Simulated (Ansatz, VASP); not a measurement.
# Co in VASP and in Ansatz

```
Co
1.0
     2.47056    0.00000    0.00000
    -1.23528    2.13957    0.00000
     0.00000    0.00000    8.08823
Co
4
Direct
  0.66667 0.33333 0.75000
  0.00000 0.00000 0.50000
  0.33333 0.66667 0.25000
  0.00000 0.00000 0.00000
```

Alike in both runs: task single point; functional RPBE; k mesh 12 × 12 × 4; occupations fermi-dirac, width 0.05 eV; collinear spin.

|  | VASP | Ansatz |
| --- | --- | --- |
| version | VASP 6.6.1 | Ansatz 0.2.0 |
| potentials or method | VASP PAW PBE potentials, release 64 (Co) | Ansatz PAW |
| plane-wave cutoff (eV) | 520 | 420 |
| valence electrons in the cell | 36 | 68 |

|  | VASP | Ansatz | Ansatz less VASP |
| --- | --- | --- | --- |
| gap on the k mesh at the Fermi level (eV) | none | none | - |
| pressure (GPa) | 9.9 | 10.7 | +0.81 |
| traceless stress, the component that is largest in VASP (GPa) | -2.56 | -2.60 | -0.042 |
| net moment per atom (μB) | 1.65 | 1.67 | +0.011 |
| size of the moment on the site where the two differ most (μB) | 1.68 | 1.75 | +0.069 |

VASP's potentials were made for PBE, not for RPBE. Site moments also hang on the region over which each program counts them. A gap of «none» marks a metal or a gap that the smearing closes. The functional is the same, so the differences come from potentials, cutoffs and numerics. VASP's potentials hold 36 valence electrons a cell and Ansatz's 68, so a difference there can come from the potentials and not from the codes.
